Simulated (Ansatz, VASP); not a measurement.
**Mg: VASP beside Ansatz**

File INCAR:

```
ALGO = Normal ; EDIFF = 1E-6
ENCUT = 520 ; GGA = PS
ISIF = 2 ; ISMEAR = -1
LASPH = True ; LCHARG = False
LREAL = False ; LWAVE = False
NBANDS = 7 ; NELM = 80
PREC = Accurate ; SIGMA = 0.05
```

File KPOINTS:

```
k-points
0
Gamma
  16 16 16
```

The input POSCAR:

```
Mg
1.0
   -1.5060300000      1.4765000000      1.4765000000
    1.4765000000     -1.5060300000      1.4765000000
    1.4765000000      1.4765000000     -1.5060300000
Mg
1
Direct
    0.0000000000      0.0000000000      0.0000000000
```

Input for Ansatz:

```yaml
crystal:
  lattice:
    - [-1.50603, 1.4765, 1.4765]
    - [1.4765, -1.50603, 1.4765]
    - [1.4765, 1.4765, -1.50603]
  atoms:
    - { symbol: Mg, position: [0.0, 0.0, 0.0] }
kpoints:
  mp_grid: { grid: [16, 16, 16] }
  band_path:
    path:
      - [0.0, 0.0, 0.0]
      - [0.0, 0.0, 0.5]
      - [-0.5, 0.5, 0.5]
      - [-0.7548769728, 0.2451230272, 0.2451230272]
      - [0.2451230272, 0.2451230272, 0.2451230272]
      - [0.0, 0.0, 0.0]
      - [-0.5, 0.0, 0.5]
    npoints: 5
scf:
  occupations: { method: fermi_dirac, width: 0.05 }
hamiltonian:
  xc: pbesol
  pseudopotentials: { kind: all_electron, lapw: { basis_error: 0.00025 } }
output:
  forces: true
  stress: true
  eigenvalues: true
```

Change from the starting cell: equal xy, yz and zx shear strains of -2 %.

Alike in both runs: task single point; functional PBEsol; k mesh 16 × 16 × 16; occupations fermi-dirac, width 0.05 eV; no spin polarisation.

```csv
,VASP,Ansatz
version,VASP 6.6.1,Ansatz 0.2.0
potentials or method,"VASP PAW PBE potentials, release 64 (Mg), cutoff 520 eV","all-electron LAPW, scalar-relativistic"
```

Ansatz gave:

| Quantity | Value |
| --- | --- |
| pressure (GPa) | 60.2 |
| traceless stress, the component that is largest in VASP (GPa) | 2.55 |

**Question.** What did VASP give for the same quantities?

**Answer.** Pressure (GPa): 61.6; traceless stress, the component that is largest in VASP (GPa): 2.59.

VASP's potentials were made for PBE, not for PBEsol. Both programs put the cell under a high pressure, so it lies far from rest at this level. Ansatz ran all-electron here, and VASP with PAW potentials.

Noted on VASP's run: the cell as given lies far from equilibrium.
